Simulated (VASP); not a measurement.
Wanted: the native input for a VASP 6.6.1 run.

```yaml
Task: relaxation of cell and atoms
Functional: BLYP
Potentials_or_basis: VASP PAW PBE potentials, release 64 (Zr_sv)
Cutoff: 600 eV
k_mesh: 9 × 9 × 5
Occupations: fermi-dirac, width 0.05 eV
Spin: no spin polarisation
Dipole_correction: no
Further_INCAR_settings: ALGO = Normal; EDIFF = 1e-06; IBRION = 2; EDIFFG = -0.02; NSW = 80; ISIF = 3
```

The structure of Zr lies in POSCAR:

```
Zr
1.0
    3.2320000000      0.0000000000      0.0000000000
   -1.6160000000      2.7989941050      0.0000000000
    0.0000000000      0.0000000000      5.1470000000
Zr
2
Direct
    0.6666666667      0.3333333333      0.7500000000
    0.3333333333      0.6666666667      0.2500000000
```

The input as run:

INCAR

```
SYSTEM = Zr
  PREC = Accurate
  ENCUT = 600
  EDIFF = 1E-6
  ISMEAR = -1
  SIGMA = 0.05
  LREAL = .False.
  LASPH = .True.
  NELM = 80
  ALGO = Normal
  ISIF = 3
  LWAVE = .False.
  LCHARG = .False.
  GGA = B5
  ALDAX = 1.0
  AGGAX = 1.0
  AGGAC = 1.0
  ALDAC = 0.0
  IBRION = 2
  NSW = 80
  EDIFFG = -0.02
```

KPOINTS

```
Automatic mesh
0
Gamma
  9 9 5
  0 0 0
```

Potentials or basis: VASP PAW PBE potentials, release 64 (Zr_sv).

Command:

```sh
$ cat potpaw_PBE.64/Zr_sv/POTCAR > POTCAR
$ mpirun -np 1 vasp_std > vasp.out
```

It gave:

The relaxed volume is 24.19 Å³/atom, the relaxed cell is a = 3.264 Å, b = 3.264 Å, c = 5.243 Å, α = 90.00°, β = 90.00°, γ = 120.00° and the space group after relaxing (to 0.05 Å) is P6_3/mmc (No. 194). The energy gained by relaxing is 10.8 meV/atom. The ionic steps are 6. The pressure after relaxing is 0.0 GPa and the band gap on the k mesh is zero (band 12 reaches 9.88 eV, above the bottom of band 13 at 8.82 eV).

Caveat: the PAW data sets were made with another functional, which shifts forces and pressure a little.

It took 82 s on 1 thread of Intel(R) Xeon(R) 6975P-C (Granite Rapids), with other jobs on the host, peak memory 0.19 GiB.
